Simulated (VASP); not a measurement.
# Zr4W (P4/mmm) in VASP: a series of runs, part 2 of 2

VASP 6.6.1. Earlier steps stand in the parts before.

### 3 Single point, PBE

This run uses another cell than the first one, of 22.69 Å³/atom.

INCAR

```
SYSTEM = Zr4W
PREC = Accurate
ENCUT = 520
EDIFF = 1E-6
ISMEAR = 0
SIGMA = 0.1
LREAL = .False.
LASPH = .True.
NELM = 100
ALGO = Fast
ISIF = 2
LWAVE = .False.
LCHARG = .True.
GGA = PE
LELF = .True.
LVHAR = .True.
NBANDS = 39
```

KPOINTS

```
regular mesh
0
Gamma
  10 10 6
  0 0 0
```

POSCAR

```
Zr4W
1.0
    3.8475053113      0.0000000000      0.0000000000
    0.0000000000      3.8475053113      0.0000000000
    0.0000000000      0.0000000000      7.6639143620
Zr W
4 1
Direct
    0.5000000000      0.5000000000      0.3250907456
    0.0000000000      0.5000000000      0.0000000000
    0.5000000000      0.5000000000      0.6749092544
    0.5000000000      0.0000000000      0.0000000000
    0.0000000000      0.0000000000      0.5000000000
```

Potentials or basis: VASP PAW PBE potentials, release 64 (Zr_sv, W_sv).

Launch:

```sh
> cat potpaw_PBE.64/Zr_sv/POTCAR potpaw_PBE.64/W_sv/POTCAR > POTCAR
> mpirun -np 1 vasp_std > vasp.out
```

OUTCAR:

```text
SYSTEM = Zr4W
   PREC = Accurate
   ENCUT = 520
   EDIFF = 1E-6
   ISMEAR = 0
   LREAL = .False.
   LASPH = .True.
   NELM = 100
   ISIF = 2
   GGA = PE

 ion  position               nearest neighbor table
   1  0.500  0.500  0.325-   3 2.68   5 3.03   5 3.03   5 3.03   5 3.03   4 3.15   2 3.15   2 3.15
                             4 3.15
   2  0.000  0.500  0.000-   4 2.72   4 2.72   4 2.72   4 2.72   1 3.15   3 3.15   1 3.15   3 3.15

   3  0.500  0.500  0.675-   1 2.68   5 3.03   5 3.03   5 3.03   5 3.03   4 3.15   2 3.15   2 3.15
                             4 3.15
   4  0.500  0.000  0.000-   2 2.72   2 2.72   2 2.72   2 2.72   1 3.15   3 3.15   3 3.15   1 3.15

   5  0.000  0.000  0.500-   1 3.03   3 3.03   1 3.03   3 3.03   1 3.03   3 3.03   1 3.03   3 3.03

  LATTYP: Found a simple tetragonal cell.
 ALAT       =     3.8475053113
 C/A-ratio  =     1.9919178122

  Lattice vectors:

 A1 = (   3.8475053113,   0.0000000000,   0.0000000000)
 A2 = (   0.0000000000,   3.8475053113,   0.0000000000)
 A3 = (   0.0000000000,   0.0000000000,   7.6639143620)

Analysis of symmetry for initial positions (statically):
=====================================================================
 Subroutine PRICEL returns:
 Original cell was already a primitive cell.

 Routine SETGRP: Setting up the symmetry group for a
 simple tetragonal supercell.

 Subroutine GETGRP returns: Found 16 space group operations
 (whereof 16 operations were pure point group operations)
 out of a pool of 16 trial point group operations.

The static configuration has the point symmetry D_4h.

Analysis of symmetry for dynamics (positions and initial velocities):
=====================================================================
 Subroutine PRICEL returns:
 Original cell was already a primitive cell.

 Routine SETGRP: Setting up the symmetry group for a
 simple tetragonal supercell.

 Subroutine GETGRP returns: Found 16 space group operations
 (whereof 16 operations were pure point group operations)
 out of a pool of 16 trial point group operations.

The dynamic configuration has the point symmetry D_4h.

 Subroutine INISYM returns: Found 16 space group operations
 (whereof 16 operations are pure point group operations),
 and found     1 'primitive' translations

----------------------------------------------------------------------------------------

                                     Primitive cell

  volume of cell :     113.4512

  direct lattice vectors                    reciprocal lattice vectors
     3.847505311  0.000000000  0.000000000     0.259908673  0.000000000  0.000000000
     0.000000000  3.847505311  0.000000000     0.000000000  0.259908673  0.000000000
     0.000000000  0.000000000  7.663914362     0.000000000  0.000000000  0.130481625

  length of vectors
     3.847505311  3.847505311  7.663914362     0.259908673  0.259908673  0.130481625

  position of ions in fractional coordinates (direct lattice)
     0.500000000  0.500000000  0.325090746
     0.000000000  0.500000000  0.000000000
     0.500000000  0.500000000  0.674909254
     0.500000000  0.000000000  0.000000000
     0.000000000  0.000000000  0.500000000

  ion indices of the primitive-cell ions
   primitive index   ion index
                 1           1
                 2           2
                 3           3
                 4           4
                 5           5

[... 32 lines left out ...]
  0.400000  0.000000  0.000000      4.000000
  0.500000  0.000000  0.000000      2.000000
[... 16 lines left out ...]
  0.100000  0.000000  0.166667      8.000000
  0.200000  0.000000  0.166667      8.000000
 [... further k-points ...]
   k-points           NKPTS =     84   k-points in BZ     NKDIM =     84   number of bands    NBANDS=     39
   number of dos      NEDOS =    301   number of ions     NIONS =      5
   total plane-waves  NPLWV =  54000
   dimension x,y,z NGX =    30 NGY =   30 NGZ =   60
   dimension x,y,z NGXF=    60 NGYF=   60 NGZF=  120
   ions per type =               4   1
   NGX,Y,Z   is equivalent  to a cutoff of  12.96, 12.96, 13.02 a.u.
   NGXF,Y,Z  is equivalent  to a cutoff of  25.93, 25.93, 26.03 a.u.
 SYSTEM =  Zr4W
   PREC   = accura    normal or accurate (medium, high low for compatibility)
   ISTART =      0    job   : 0-new  1-cont  2-samecut
   ICHARG =      2    charge: 1-file 2-atom 10-const
   ISPIN  =      1    spin polarized calculation?
   LNONCOLLINEAR =      F non collinear calculations
   LSORBIT =      F    spin-orbit coupling
   LASPH  =      T    aspherical Exc in radial PAW
   ENCUT  =  520.0 eV  38.22 Ry    6.18 a.u.   7.15  7.15 14.25*2*pi/ulx,y,z
   NELM   =    100;   NELMIN=  2; NELMDL= -5     # of ELM steps
   EDIFF  = 0.1E-05   stopping-criterion for ELM
   LREAL  =      F    real-space projection
   EDIFFG = 0.1E-04   stopping-criterion for IOM
   NSW    =      0    number of steps for IOM
   IBRION =     -1    ionic relax: 0-MD 1-quasi-New 2-CG
   NFREE  =      0    steps in history (QN), initial steepest desc. (CG)
   ISIF   =      2    stress and relaxation
   ISYM   =      2    0-nonsym 1-usesym 2-fastsym
   POTIM  = 0.5000    time-step for ionic-motion
   TEBEG  =    0.0;   TEEND  =   0.0 temperature during run
   PSTRESS=    0.0 pullay stress
   NELECT =      62.0000    total number of electrons
   NUPDOWN=      -1.0000    fix difference up-down
   EMIN   =  10.00;   EMAX   =-10.00  energy-range for DOS
   EFERMI =   0.00;   METHOD = LEGACY
   ISMEAR =     0;   SIGMA  =   0.10  broadening in eV -4-tet -1-fermi 0-gaus
   EFERMI_NEDOS =   21; number of points for ismear=-14 and -15
   IALGO  =     68    algorithm
   IMIX   =      4    mixing-type and parameters
     AMIX     =   0.40;   BMIX     =  1.00
     AMIX_MAG =   1.60;   BMIX_MAG =  1.00
  volume/ion in A,a.u.               =      22.69       153.12
  Fermi-wavevector in a.u.,A,eV,Ry     =   1.338451  2.529305 24.374159  1.791450
  Thomas-Fermi vector in A             =   2.466920
   LORBIT       =      0    0 simple, 1 ext, 2 COOP (PROOUT), +10 PAW based schemes
   GGA     = PE    functional components
   LHFCALC =     F    Hartree Fock is set to
   AEXX    =    0.0000 exact exchange contribution
   IVDW    =     0    specifies the selected vdW correction
   LEPSILON=     F    determine dielectric tensor
   LRPA    =     F    only Hartree local field effects (RPA)
 non-spin polarized calculation
 RMM-DIIS sequential band-by-band and
 Gauss-broadening in eV      SIGMA  =   0.10
  energy-cutoff  :      520.00
  volume of cell :      113.45
 maximum number of plane-waves:      3084
 NGX is ok and might be reduce to    30
   NGX = 15   NGY = 15   NGZ = 29

 number of electron      62.0000003 magnetization

 Free energy of the ion-electron system (eV)
  ---------------------------------------------------
  ext. energy  EPLUGINS =         0.00000000
  ---------------------------------------------------
  free energy    TOTEN  =       -43.08535824 eV

  energy without entropy =      -43.05161732  energy(sigma->0) =      -43.06848778

 E-fermi :   8.5391     XC(G=0): -11.2013

 val. band max:        8.5384772244   @ k =   0.4000   0.4000   0.1667
 cond. band min:       8.5420421251   @ k =   0.4000   0.3000   0.1667
 fundamental gap:      0.0035649007
 Fermi energy:         8.5391339005

 k-point     1 :       0.0000    0.0000    0.0000
  band No.  band energies     occupation
      1     -65.3442      2.00000
      2     -40.1607      2.00000
      3     -39.9801      2.00000
      4     -39.9757      2.00000
      5     -39.4343      2.00000
      6     -29.5011      2.00000
[... 997 lines left out ...]
     38      10.7262      0.00000
     39      11.1402      0.00000

 [... further k-points ...]

------------------------ aborting loop because EDIFF is reached ----------------------------------------

  FORCE on cell =-STRESS in cart. coord.  units (eV):
  Direction    XX          YY          ZZ          XY          YZ          ZX
  --------------------------------------------------------------------------------------
  -------------------------------------------------------------------------------------
  Total        0.0378275      0.0378275      0.0424434      0.0000000      0.0000000      0.0000000
  in kB        0.5342071      0.5342071      0.5993928      0.0000000      0.0000000      0.0000000
  external PRESSURE =       0.5559356 kB  Pullay stress =       0.0000000 kB

 VOLUME and BASIS-vectors are now :
 -----------------------------------------------------------------------------
  energy-cutoff  :      520.00
  volume of cell :      113.45
      direct lattice vectors                 reciprocal lattice vectors
     3.847505311  0.000000000  0.000000000     0.259908673  0.000000000  0.000000000
     0.000000000  3.847505311  0.000000000     0.000000000  0.259908673  0.000000000
     0.000000000  0.000000000  7.663914362     0.000000000  0.000000000  0.130481625

 POSITION                                       TOTAL-FORCE (eV/Angst)
 -----------------------------------------------------------------------------------
      1.92375      1.92375      2.49147         0.000000     -0.000000     -0.015182
      0.00000      1.92375      0.00000         0.000000      0.000000     -0.000000
      1.92375      1.92375      5.17245         0.000000     -0.000000      0.015182
      1.92375      0.00000      0.00000         0.000000      0.000000     -0.000000
      0.00000      0.00000      3.83196         0.000000      0.000000     -0.000000
 -----------------------------------------------------------------------------------
    total drift:                                0.000000      0.000000      0.000000

  FREE ENERGIE OF THE ION-ELECTRON SYSTEM (eV)
  ---------------------------------------------------
  free  energy   TOTEN  =       -43.0853582398 eV

  energy  without entropy=      -43.0516173225  energy(sigma->0) =      -43.06848778
```

OSZICAR:

```text
N       E                     dE             d eps       ncg     rms          rms(c)
DAV:   1     0.725026294636E+03    0.72503E+03   -0.34083E+04  6664   0.163E+03
DAV:   2     0.151448326220E+02   -0.70988E+03   -0.69172E+03  7115   0.504E+02
DAV:   3    -0.403968588994E+02   -0.55542E+02   -0.53193E+02 10948   0.111E+02
[... 24 lines left out ...]
RMM:  28    -0.430853546491E+02   -0.13386E-05   -0.17505E-05  4495   0.114E-02    0.688E-03
RMM:  29    -0.430853557986E+02   -0.11494E-05   -0.15327E-05  4279   0.111E-02    0.723E-03
RMM:  30    -0.430853567275E+02   -0.92897E-06   -0.12508E-05  4502   0.111E-02    0.696E-03
RMM:  31    -0.430853576268E+02   -0.89930E-06   -0.11024E-05  5590   0.116E-02    0.569E-03
RMM:  32    -0.430853582398E+02   -0.61296E-06   -0.90494E-06  4765   0.110E-02
   1 F= -.43085358E+02 E0= -.43068488E+02  d E =-.337409E-01
```

Run time: 22 min. Hardware: 1 thread of Oxide Virtual Turin-like, shared host; peak memory 0.4 GiB.

Results:

```
Free energy            : -43.0854 eV
Pressure               : 0.1 GPa
Largest force          : 0.015 eV/Å
Band gap on the k mesh : zero (bands 31 and 32 overlap by 1.00 eV)
```

Forces on the atoms (eV/Å):
```
Zr   0.000  0.000 -0.015
Zr   0.000  0.000  0.000
Zr   0.000  0.000  0.015
Zr   0.000  0.000  0.000
W    0.000  0.000  0.000
```

Caveat: spin-orbit coupling is left out, which moves the levels of the heavy elements.
